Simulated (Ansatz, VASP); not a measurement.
## CdSb2O2: VASP beside Ansatz

The input INCAR:

```
SYSTEM = CdSb2O2
PREC     = Accurate       ! precision mode
ENCUT    = 600            ! plane-wave cutoff, eV
EDIFF    = 1E-7           ! SCF threshold, eV
ISMEAR   = 0              ! smearing method
SIGMA    = 0.1            ! smearing width, eV
LREAL    = .FALSE.        ! projectors in reciprocal space
LASPH    = .TRUE.         ! aspherical terms in the spheres
NELM     = 80             ! most SCF steps
ALGO     = Normal         ! electronic algorithm
ISIF     = 3              ! what is computed and relaxed
LWAVE    = .FALSE.        ! write WAVECAR
LCHARG   = .FALSE.        ! write CHGCAR
GGA      = PE             ! functional
IBRION   = 2              ! ionic algorithm
NSW      = 90             ! ionic steps
EDIFFG   = -0.04          ! ionic threshold
```

Contents of KPOINTS:

```
Automatic mesh
0
G
  6 6 6
  0 0 0
```

File POSCAR:

```
CdSb2O2
1.0
    2.5758224500      1.4871517800      5.2079214400
   -2.5758224500      1.4871517800      5.2079214400
    0.0000000000     -2.9743035700      5.2079214400
Cd Sb O
1 2 2
Direct
    0.0000000000      0.0000000000      0.0000000000
    0.3281047600      0.3281047600      0.3281047600
    0.6718952400      0.6718952400      0.6718952400
    0.4376037100      0.4376037100      0.4376037100
    0.5623962900      0.5623962900      0.5623962900
```

Input for Ansatz:

```yaml
crystal:
  lattice:
    - [2.57582245, 1.48715178, 5.20792144]
    - [-2.57582245, 1.48715178, 5.20792144]
    - [0.0, -2.97430357, 5.20792144]
  atoms:
    - { symbol: Cd, position: [0.0, 0.0, 0.0] }
    - { symbol: Sb, position: [0.32810476, 0.32810476, 0.32810476] }
    - { symbol: Sb, position: [0.67189524, 0.67189524, 0.67189524] }
    - { symbol: O, position: [0.43760371, 0.43760371, 0.43760371] }
    - { symbol: O, position: [0.56239629, 0.56239629, 0.56239629] }
basis:
  ecutwfc: 420
kpoints:
  mp_grid: { grid: [6, 6, 6] }
hamiltonian:
  xc: pbe
scf:
  occupations: { method: gaussian, width: 0.1 }
  lower_state_search: "off"
output:
  forces: true
  stress: true
  eigenvalues: true
relax:
  adjacent_minimum: "off"
  f_tol: 0.04
  max_steps: 70
  cell: { stress_tol: 0.4 }
```

Alike in both runs: task relaxation of cell and atoms; functional PBE; k mesh 6 × 6 × 6; occupations gaussian, width 0.1 eV; no spin polarisation.

|  | VASP | Ansatz |
| --- | --- | --- |
| version | VASP 6.6.1 | Ansatz 0.2.0 |
| potentials or method | VASP PAW PBE potentials, release 64 (Cd, Sb, O), cutoff 600 eV | scalar-relativistic, plane waves, PAW |
| valence electrons in the cell | 34 | 62 |

```tsv
	VASP	Ansatz	Ansatz less VASP
gap on the k mesh at the Fermi level, each at its own relaxed structure (eV)	none	none	-
relaxed volume (Å³/atom)	37.36	42.01	+4.652
relaxed cell length with the largest relative difference (Å)	7.581	8.316	+0.7346
```

A gap of «none» marks a metal or a gap that the smearing closes. One of these differences is far larger than is usual between the two programs; its cause wasn't traced. VASP's potentials hold 34 valence electrons a cell and Ansatz's 62, so a difference there can come from the potentials and not from the codes.

Spin-orbit coupling is off throughout. Noted on VASP's run: the volume moved by over 15 % at a fixed basis, so the end points are rough.
